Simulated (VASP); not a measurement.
A run of VASP 6.6.1:

INCAR

```
SYSTEM = MgO
PREC = Accurate
ENCUT = 600
EDIFF = 1E-6
ISMEAR = -1
SIGMA = 0.02
LREAL = .FALSE.
LASPH = .TRUE.
NELM = 120
ALGO = Normal
ISIF = 2
LWAVE = .FALSE.
LCHARG = .TRUE.
GGA = PE
LELF = .TRUE.
LVHAR = .TRUE.
NBANDS = 11
GGA_COMPAT = .FALSE.
```

Contents of KPOINTS:

```
regular mesh
0
G
  8 8 8
  0 0 0
```

File POSCAR:

```
MgO
1.0
    0.0000000000      2.1056500000      2.1056500000
    2.1056500000      0.0000000000      2.1056500000
    2.1056500000      2.1056500000      0.0000000000
Mg O
1 1
Direct
    0.0000000000      0.0000000000      0.0000000000
    0.5000000000      0.5000000000      0.5000000000
```

Potentials or basis: VASP PAW PBE potentials, release 64 (Mg, O).

Run with:

```sh
$ cat potpaw_PBE.64/Mg/POTCAR potpaw_PBE.64/O/POTCAR > POTCAR
$ mpirun -np 1 vasp_std > vasp.out
```

Hardware: 1 thread of Intel Xeon 8259CL (shared host).

Question: Estimate the wall time of this run.

Answer: Run time: 8.2 s on 1 thread of Intel Xeon 8259CL, on a shared host, peak memory 0.14 GiB. Counts: scf iterations 12, k points 29.
